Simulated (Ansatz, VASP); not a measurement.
Two plane-wave programs on Ru

INCAR

```
ALGO = Normal
EDIFF = 1E-6
EDIFFG = -0.01
ENCUT = 600
GGA = PE
IBRION = 2
ISIF = 3
ISMEAR = 0
LASPH = T
LCHARG = F
LREAL = F
LWAVE = F
NELM = 60
NSW = 80
PREC = Accurate
SIGMA = 0.1
```

KPOINTS

```
k-points
0
Gamma
  18 18 18
```

The input POSCAR:

```
Ru
1.0
    0.0000000000      1.9034428875      1.9034428875
    1.9034428875      0.0000000000      1.9034428875
    1.9034428875      1.9034428875      0.0000000000
Ru
1
Direct
    0.0000000000      0.0000000000      0.0000000000
```

Input for Ansatz:

```yaml
crystal:
  lattice:
    - [0.0, 1.903442888, 1.903442888]
    - [1.903442888, 0.0, 1.903442888]
    - [1.903442888, 1.903442888, 0.0]
  atoms:
    - { symbol: Ru, position: [0.0, 0.0, 0.0] }
basis:
  ecutwfc: 420
kpoints:
  mp_grid: { grid: [18, 18, 18] }
hamiltonian:
  xc: pbe
scf:
  occupations: { method: gaussian, width: 0.1 }
output:
  forces: true
  stress: true
  eigenvalues: true
relax:
  adjacent_minimum: "off"
  f_tol: 0.01
  max_steps: 60
  cell: { stress_tol: 0.1 }
```

Alike in both runs: task relaxation of cell and atoms; functional PBE; k mesh 18 × 18 × 18; occupations gaussian, width 0.1 eV; no spin polarisation.

|  | VASP | Ansatz |
| --- | --- | --- |
| version | VASP 6.6.1 | Ansatz 0.2.0 |
| potentials or method | VASP PAW PBE potentials, release 64 (Ru_pv), cutoff 600 eV | scalar-relativistic, plane waves, PAW |
| valence electrons in the cell | 14 | 16 |

```csv
,VASP,Ansatz,Ansatz less VASP
"gap on the k mesh at the Fermi level, each at its own relaxed structure (eV)",none,none,-
relaxed volume (Å³/atom),13.82,13.83,+0.008
relaxed cell length with the largest relative difference (Å),2.694,2.694,+0.0005
```

A gap of «none» marks a metal or a gap that the smearing closes. VASP's potentials hold 14 valence electrons a cell and Ansatz's 16, so a difference there can come from the potentials and not from the codes.
